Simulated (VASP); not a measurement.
## SiC: single point with PBEsol

SiC:

```
Si C
1.0
     0.00000    2.17839    2.17839
     2.17839    0.00000    2.17839
     2.17839    2.17839    0.00000
Si C
1 1
Direct
  0.00000 0.00707 0.00000
  0.75000 0.73347 0.75000
```

This cell differs from its parent crystal: mode 4 frozen in at -0.036 Å and mode 5 at -0.036 Å (largest displacements).

```yaml
Program: VASP 6.6.1
Task: single point
Functional: PBEsol
Potentials_or_basis: VASP PAW PBE potentials, release 64 (Si, C)
Cutoff: 520 eV
k_mesh: 10 × 10 × 10
Occupations: gaussian, width 0.05 eV
Spin: no spin polarisation
```

- Pressure: 1.0 GPa
- Largest force: 1.414 eV/Å
- Band gap on the k mesh: 0.89 eV, indirect (least direct gap 4.31 eV)

Forces in eV/Å, atoms in the order of the input:
```
Si  -0.991  0.184 -0.991
C    0.991 -0.184  0.991
```

Stress tensor (GPa, compression positive):
```
 0.82 -3.47  0.79
-3.47  1.32 -3.47
 0.79 -3.47  0.82
```

Levels at points of the mesh, in eV from the valence-band top:
```
           k point  band 2  band 3  band 4  band 5  band 6  band 7
(0.00, 0.00, 0.00)   -0.68   -0.33    0.00    5.84    6.80    6.90
(0.50, 0.00, 0.00)   -8.93   -1.66   -1.11    5.02    6.49    7.14
(0.00, 0.50, 0.00)   -9.14   -1.44   -1.14    5.03    6.73    7.10
(0.50, 0.50, 0.50)   -8.73   -1.65   -1.32    5.05    6.52    6.91
(0.50, 0.50, 0.00)   -8.16   -3.67   -3.41    0.89    3.86   13.62
(0.50, 0.00, 0.50)   -8.18   -3.54   -3.51    0.89    3.84   13.64
```

Run time: 76 s on 1 thread of AMD EPYC 7R43 64-Core Processor (Zen 3), with other jobs on the host, peak memory 0.15 GiB.

Caveat: the cell differs from its parent crystal (mode 4 frozen in at -0.036 Å and mode 5 at -0.036 Å (largest displacements)); the PAW data sets were made with another functional, which shifts forces and pressure a little. A k mesh can miss the band edges.
